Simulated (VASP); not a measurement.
# NaI (I4/mmm) in VASP: notebook

The runs below take NaI through single point, with PBE.

All numbers are computed with VASP 6.6.1; they aren't measurements. Logs are shortened: lines on timing, memory, paths and dates and some standing lists are left out, and cuts for length are marked.

### 1 The cell of the first run

Symmetry: I4/mmm, No. 139, tetragonal system. The conventional cell has a = 4.577 Å, b = 4.577 Å, c = 6.279 Å, α = 90.00°, β = 90.00°, γ = 90.00°. Na (site symmetry 4/mmm) has 6 I at 3.14 to 3.24 Å within 4.1 Å. I (site symmetry 4/mmm) has 6 Na at 3.14 to 3.24 Å within 4.1 Å.

### 2 Single point, PBE (strain +0.000 along x and y, -0.030 along z)

Contents of INCAR:

```
ALGO     = Normal         # electronic algorithm
EDIFF    = 1E-6           # SCF threshold, eV
ENCUT    = 520            # plane-wave cutoff, eV
GGA      = PE             # functional
ISIF     = 2              # what is computed and relaxed
ISMEAR   = 0              # smearing method
LASPH    = T              # aspherical terms in the spheres
LCHARG   = F              # write CHGCAR
LREAL    = F              # projectors in reciprocal space
LWAVE    = F              # write WAVECAR
NBANDS   = 14             # bands
NELM     = 60             # most SCF steps
PREC     = Accurate       # precision mode
SIGMA    = 0.05           # smearing width, eV
```

Contents of KPOINTS:

```
k-points
0
Gamma
  6 6 6
```

Contents of POSCAR:

```
NaI
1.0
    0.0000000000      3.2364000000      3.1393080000
    3.2364000000      0.0000000000      3.1393080000
    3.2364000000      3.2364000000      0.0000000000
Na I
1 1
Direct
    0.0000000000      0.0000000000      0.0000000000
    0.5000000000      0.5000000000      0.5000000000
```

Potentials or basis: VASP PAW PBE potentials, release 64 (Na_pv, I).

Started as:

```console
$ cat potpaw_PBE.64/Na_pv/POTCAR potpaw_PBE.64/I/POTCAR > POTCAR
$ mpirun -np 1 vasp_std > vasp.out
```

OUTCAR:

```text
EDIFF = 1E-6
   ENCUT = 520
   GGA = PE
   ISIF = 2
   ISMEAR = 0
   LASPH = T
   LREAL = F
   NELM = 60
   PREC = Accurate

 ion  position               nearest neighbor table
   1  0.000  0.000  0.000-   2 3.14   2 3.14
   2  0.500  0.500  0.500-   1 3.14   1 3.14

  LATTYP: Found a body centered tetragonal cell.
 ALAT       =     4.5769607733
 C/A-ratio  =     1.3717871555

  Lattice vectors:

 A1 = (   0.0000000000,  -3.2364000000,  -3.1393080000)
 A2 = (   0.0000000000,   3.2364000000,  -3.1393080000)
 A3 = (   3.2364000000,   0.0000000000,   3.1393080000)

Analysis of symmetry for initial positions (statically):
=====================================================================
 Subroutine PRICEL returns:
 Original cell was already a primitive cell.

 Routine SETGRP: Setting up the symmetry group for a
 body centered tetragonal supercell.

 Subroutine GETGRP returns: Found 16 space group operations
 (whereof 16 operations were pure point group operations)
 out of a pool of 16 trial point group operations.

The static configuration has the point symmetry D_4h.

Analysis of symmetry for dynamics (positions and initial velocities):
=====================================================================
 Subroutine PRICEL returns:
 Original cell was already a primitive cell.

 Routine SETGRP: Setting up the symmetry group for a
 body centered tetragonal supercell.

 Subroutine GETGRP returns: Found 16 space group operations
 (whereof 16 operations were pure point group operations)
 out of a pool of 16 trial point group operations.

The dynamic configuration has the point symmetry D_4h.

 Subroutine INISYM returns: Found 16 space group operations
 (whereof 16 operations are pure point group operations),
 and found     1 'primitive' translations

----------------------------------------------------------------------------------------

                                     Primitive cell

  volume of cell :      65.7640

  direct lattice vectors                    reciprocal lattice vectors
     0.000000000  3.236400000  3.139308000    -0.154492646  0.154492646  0.159270769
     3.236400000  0.000000000  3.139308000     0.154492646 -0.154492646  0.159270769
     3.236400000  3.236400000  0.000000000     0.154492646  0.154492646 -0.159270769

  length of vectors
     4.508829081  4.508829081  4.576960773     0.270375911  0.270375911  0.270375911

  position of ions in fractional coordinates (direct lattice)
     0.000000000  0.000000000  0.000000000
     0.500000000  0.500000000  0.500000000

  ion indices of the primitive-cell ions
   primitive index   ion index
                 1           1
                 2           2

----------------------------------------------------------------------------------------

 KPOINTS: k-points

Automatic generation of k-mesh.
 Grid dimensions read from file:
 generate k-points for:    6    6    6

 Generating k-lattice:

  Cartesian coordinates                     Fractional coordinates (reciprocal lattice)
    -0.025748774  0.025748774  0.026545128     0.166666667 -0.000000000  0.000000000
     0.025748774 -0.025748774  0.026545128    -0.000000000  0.166666667  0.000000000
     0.025748774  0.025748774 -0.026545128     0.000000000  0.000000000  0.166666667

  Length of vectors
     0.045062652  0.045062652  0.045062652

  Shift w.r.t. Gamma in fractional coordinates (k-lattice)
     0.000000000  0.000000000  0.000000000

 Subroutine IBZKPT returns following result:
 ===========================================

 Found     30 irreducible k-points:

 Following reciprocal coordinates:
            Coordinates               Weight
  0.000000  0.000000  0.000000      1.000000
  0.166667 -0.000000  0.000000      8.000000
  0.333333 -0.000000  0.000000      8.000000
  0.500000  0.000000  0.000000      4.000000
  0.166667  0.166667  0.000000      2.000000
  0.333333  0.166667  0.000000      8.000000
[... 16 lines left out ...]
  0.333333  0.000000  0.333333      4.000000
  0.500000  0.000000  0.333333     16.000000
 [... further k-points ...]
   k-points           NKPTS =     30   k-points in BZ     NKDIM =     30   number of bands    NBANDS=     14
   number of dos      NEDOS =    301   number of ions     NIONS =      2
   total plane-waves  NPLWV =  46656
   dimension x,y,z NGX =    36 NGY =   36 NGZ =   36
   dimension x,y,z NGXF=    72 NGYF=   72 NGZF=   72
   ions per type =               1   1
   NGX,Y,Z   is equivalent  to a cutoff of  13.27, 13.27, 13.08 a.u.
   NGXF,Y,Z  is equivalent  to a cutoff of  26.55, 26.55, 26.15 a.u.
 SYSTEM =  unknown system
   PREC   = accura    normal or accurate (medium, high low for compatibility)
   ISTART =      0    job   : 0-new  1-cont  2-samecut
   ICHARG =      2    charge: 1-file 2-atom 10-const
   ISPIN  =      1    spin polarized calculation?
   LNONCOLLINEAR =      F non collinear calculations
   LSORBIT =      F    spin-orbit coupling
   LASPH  =      T    aspherical Exc in radial PAW
   ENCUT  =  520.0 eV  38.22 Ry    6.18 a.u.   8.38  8.38  8.51*2*pi/ulx,y,z
   NELM   =     60;   NELMIN=  2; NELMDL= -5     # of ELM steps
   EDIFF  = 0.1E-05   stopping-criterion for ELM
   LREAL  =      F    real-space projection
   EDIFFG = 0.1E-04   stopping-criterion for IOM
   NSW    =      0    number of steps for IOM
   IBRION =     -1    ionic relax: 0-MD 1-quasi-New 2-CG
   NFREE  =      0    steps in history (QN), initial steepest desc. (CG)
   ISIF   =      2    stress and relaxation
   ISYM   =      2    0-nonsym 1-usesym 2-fastsym
   POTIM  = 0.5000    time-step for ionic-motion
   TEBEG  =    0.0;   TEEND  =   0.0 temperature during run
   PSTRESS=    0.0 pullay stress
   NELECT =      14.0000    total number of electrons
   NUPDOWN=      -1.0000    fix difference up-down
   EMIN   =  10.00;   EMAX   =-10.00  energy-range for DOS
   EFERMI =   0.00;   METHOD = LEGACY
   ISMEAR =     0;   SIGMA  =   0.05  broadening in eV -4-tet -1-fermi 0-gaus
   EFERMI_NEDOS =   21; number of points for ismear=-14 and -15
   IALGO  =     38    algorithm
   IMIX   =      4    mixing-type and parameters
     AMIX     =   0.40;   BMIX     =  1.00
     AMIX_MAG =   1.60;   BMIX_MAG =  1.00
  volume/ion in A,a.u.               =      32.88       221.90
  Fermi-wavevector in a.u.,A,eV,Ry     =   0.977510  1.847227 13.000730  0.955527
  Thomas-Fermi vector in A             =   2.108214
   LORBIT       =      0    0 simple, 1 ext, 2 COOP (PROOUT), +10 PAW based schemes
   GGA     = PE    functional components
   LHFCALC =     F    Hartree Fock is set to
   AEXX    =    0.0000 exact exchange contribution
   IVDW    =     0    specifies the selected vdW correction
   LEPSILON=     F    determine dielectric tensor
   LRPA    =     F    only Hartree local field effects (RPA)
 non-spin polarized calculation
 Gauss-broadening in eV      SIGMA  =   0.05
  energy-cutoff  :      520.00
  volume of cell :       65.76
 maximum number of plane-waves:      1793
 NGX is ok and might be reduce to    36
   NGX = 17   NGY = 17   NGZ = 17

 number of electron      14.0000001 magnetization

 Free energy of the ion-electron system (eV)
  ---------------------------------------------------
  ext. energy  EPLUGINS =         0.00000000
  ---------------------------------------------------
  free energy    TOTEN  =        -5.37190968 eV

  energy without entropy =       -5.37190968  energy(sigma->0) =       -5.37190968

 E-fermi :   1.2871     XC(G=0):  -7.8270

 val. band max:        1.0348019411   @ k =   0.0000   0.0000   0.0000
 cond. band min:       4.7475395927   @ k =   0.0000   0.0000   0.0000
 fundamental gap:      3.7127376516
 Fermi energy:         1.2870672342

 k-point     1 :       0.0000    0.0000    0.0000
  band No.  band energies     occupation
      1     -21.3830      2.00000
      2     -21.3829      2.00000
      3     -21.3811      2.00000
      4     -10.0771      2.00000
      5       0.9946      2.00000
      6       1.0348      2.00000
      7       1.0348      2.00000
      8       4.7475      0.00000
      9       8.8881      0.00000
     10       8.8881      0.00000
     11       9.0903      0.00000
     12      10.6480      0.00000
     13      10.9853      0.00000
     14      11.4825      0.00000

 k-point     2 :       0.1667   -0.0000    0.0000
  band No.  band energies     occupation
      1     -21.3841      2.00000
      2     -21.3831      2.00000
      3     -21.3815      2.00000
      4      -9.9963      2.00000
      5       0.2500      2.00000
      6       0.9396      2.00000
      7       0.9430      2.00000
      8       5.5743      0.00000
      9       8.4813      0.00000
     10       9.0621      0.00000
     11       9.2485      0.00000
     12      10.2212      0.00000
     13      10.4043      0.00000
     14      11.9501      0.00000

 k-point     3 :       0.3333   -0.0000    0.0000
  band No.  band energies     occupation
      1     -21.3871      2.00000
      2     -21.3834      2.00000
      3     -21.3817      2.00000
      4      -9.8242      2.00000
      5      -0.8295      2.00000
      6       0.7733      2.00000
      7       0.8087      2.00000
      8       6.1603      0.00000
      9       8.6250      0.00000
     10       8.8702      0.00000
     11       9.1789      0.00000
     12      11.2238      0.00000
     13      11.3829      0.00000
     14      11.3953      0.00000

 k-point     4 :       0.5000    0.0000    0.0000
  band No.  band energies     occupation
      1     -21.3886      2.00000
      2     -21.3835      2.00000
      3     -21.3818      2.00000
      4      -9.7322      2.00000
      5      -1.2698      2.00000
      6       0.6942      2.00000
      7       0.7472      2.00000
      8       6.1206      0.00000
      9       8.3727      0.00000
     10       8.6254      0.00000
     11       9.9817      0.00000
     12      11.4037      0.00000
     13      13.2821      0.00000
     14      13.5117      0.00000

 k-point     5 :       0.1667    0.1667    0.0000
  band No.  band energies     occupation
      1     -21.3835      2.00000
      2     -21.3835      2.00000
      3     -21.3825      2.00000
      4      -9.9644      2.00000
      5       0.2235      2.00000
      6       0.7898      2.00000
      7       0.7898      2.00000
      8       5.9031      0.00000
      9       7.9628      0.00000
     10       9.2960      0.00000
     11       9.5276      0.00000
[... 276 lines left out ...]
 k-point    22 :      -0.3333    0.5000    0.1667
  band No.  band energies     occupation
      1     -21.3857      2.00000
      2     -21.3852      2.00000
      3     -21.3851      2.00000
      4      -9.6300      2.00000
      5      -0.7357      2.00000
      6      -0.1785      2.00000
      7       0.0806      2.00000
      8       6.3672      0.00000
      9       7.4340      0.00000
     10       9.7250      0.00000
     11       9.7394      0.00000
     12      12.7348      0.00000
     13      13.6621      0.00000
     14      13.8907      0.00000

 k-point    23 :       0.3333    0.0000    0.3333
  band No.  band energies     occupation
      1     -21.3865      2.00000
      2     -21.3841      2.00000
      3     -21.3826      2.00000
      4      -9.7655      2.00000
      5      -0.6530      2.00000
      6       0.3734      2.00000
      7       0.4811      2.00000
      8       6.1142      0.00000
      9       6.9060      0.00000
     10       9.3414      0.00000
     11      11.0371      0.00000
     12      11.2998      0.00000
     13      12.0254      0.00000
     14      15.0413      0.00000

 k-point    24 :       0.5000    0.0000    0.3333
  band No.  band energies     occupation
      1     -21.3871      2.00000
      2     -21.3847      2.00000
      3     -21.3830      2.00000
      4      -9.6788      2.00000
      5      -0.8401      2.00000
      6       0.0005      2.00000
      7       0.3760      2.00000
      8       6.1055      0.00000
      9       7.2097      0.00000
     10       9.6772      0.00000
     11      10.6855      0.00000
     12      12.0225      0.00000
     13      13.5987      0.00000
     14      14.3513      0.00000

 [... further k-points ...]
[... 5 lines left out ...]
  --------------------------------------------------------------------------------------
  -------------------------------------------------------------------------------------
  Total        0.2967421      0.2967421      0.6954182      0.0000000     -0.0000000      0.0000000
  in kB        7.2293857      7.2293857     16.9421416      0.0000000     -0.0000000      0.0000000
  external PRESSURE =      10.4669710 kB  Pullay stress =       0.0000000 kB

 VOLUME and BASIS-vectors are now :
 -----------------------------------------------------------------------------
  energy-cutoff  :      520.00
  volume of cell :       65.76
      direct lattice vectors                 reciprocal lattice vectors
     0.000000000  3.236400000  3.139308000    -0.154492646  0.154492646  0.159270769
     3.236400000  0.000000000  3.139308000     0.154492646 -0.154492646  0.159270769
     3.236400000  3.236400000  0.000000000     0.154492646  0.154492646 -0.159270769

 POSITION                                       TOTAL-FORCE (eV/Angst)
 -----------------------------------------------------------------------------------
      0.00000      0.00000      0.00000         0.000000      0.000000      0.000000
      3.23640      3.23640      3.13931        -0.000000      0.000000      0.000000
 -----------------------------------------------------------------------------------
    total drift:                                0.000000      0.000000      0.000000

  FREE ENERGIE OF THE ION-ELECTRON SYSTEM (eV)
  ---------------------------------------------------
  free  energy   TOTEN  =        -5.3719096751 eV

  energy  without entropy=       -5.3719096751  energy(sigma->0) =       -5.37190968
```

It took 33 s on 1 thread of Intel Xeon 8259CL, shared host; peak memory 0.21 GiB.

Results:

```
Free energy            : -5.3719 eV
Pressure               : 1.0 GPa
Band gap on the k mesh : 3.71 eV
```

Levels at points of the mesh, in eV from the valence-band top:
```
           k point  band 5  band 6  band 7  band 8  band 9  band 10
(0.00, 0.00, 0.00)   -0.04    0.00    0.00    3.71    7.85     7.85
(0.50, 0.00, 0.00)   -2.30   -0.34   -0.29    5.09    7.34     7.59
(0.50, 0.50, 0.00)   -2.01   -0.85   -0.85    4.48    5.43    10.20
(0.50, 0.00, 0.50)   -2.02   -0.83   -0.71    4.52    5.52     9.98
```

Caveat: the cell differs from its parent crystal (strain +0.000 along x and y, -0.030 along z); spin-orbit coupling is left out, which moves the levels of the heavy elements.

### 3 Single point, PBE (strain +0.015 along x and y, -0.030 along z)

Contents of INCAR:

```
SYSTEM = NaI
PREC = Accurate ; ENCUT = 520
EDIFF = 1E-6 ; ISMEAR = 0
SIGMA = 0.05 ; LREAL = .FALSE.
LASPH = .TRUE. ; NELM = 60
ALGO = Normal ; ISIF = 2
LWAVE = .FALSE. ; LCHARG = .FALSE.
GGA = PE ; NBANDS = 14
```

Contents of KPOINTS:

```
Automatic mesh
0
G
  6 6 6
  0 0 0
```

Contents of POSCAR:

```
NaI
1.0
    0.0000000000      3.2849460000      3.1393080000
    3.2849460000      0.0000000000      3.1393080000
    3.2849460000      3.2849460000      0.0000000000
Na I
1 1
Direct
    0.0000000000      0.0000000000      0.0000000000
    0.5000000000      0.5000000000      0.5000000000
```

Potentials or basis: VASP PAW PBE potentials, release 64 (Na_pv, I).

Started as:

```console
$ cat potpaw_PBE.64/Na_pv/POTCAR potpaw_PBE.64/I/POTCAR > POTCAR
$ mpirun -np 1 vasp_std > vasp.out
```

Wall time 38 s (1 thread of Intel Xeon 8259CL, shared host); peak memory 0.21 GiB.

The run converged. Its results:

```
Free energy            : -5.3770 eV
Pressure               : 0.5 GPa
Band gap on the k mesh : 3.63 eV
```

Stress tensor (GPa, compression positive):
```
0.11 0.00 0.00
0.00 0.11 0.00
0.00 0.00 1.37
```

Levels at points of the mesh, in eV from the valence-band top:
| k point | band 5 | band 6 | band 7 | band 8 | band 9 | band 10 |
| --- | --- | --- | --- | --- | --- | --- |
| (0.00, 0.00, 0.00) | -0.06 | 0.00 | 0.00 | 3.63 | 7.82 | 7.82 |
| (0.50, 0.00, 0.00) | -2.21 | -0.34 | -0.27 | 5.07 | 7.25 | 7.63 |
| (0.50, 0.50, 0.00) | -1.91 | -0.83 | -0.83 | 4.45 | 5.46 | 10.07 |
| (0.50, 0.00, 0.50) | -1.93 | -0.82 | -0.64 | 4.50 | 5.58 | 9.74 |

Caveat: the cell differs from its parent crystal (strain +0.015 along x and y, -0.030 along z); spin-orbit coupling is left out, which moves the levels of the heavy elements.

[end of part 1 of 2]
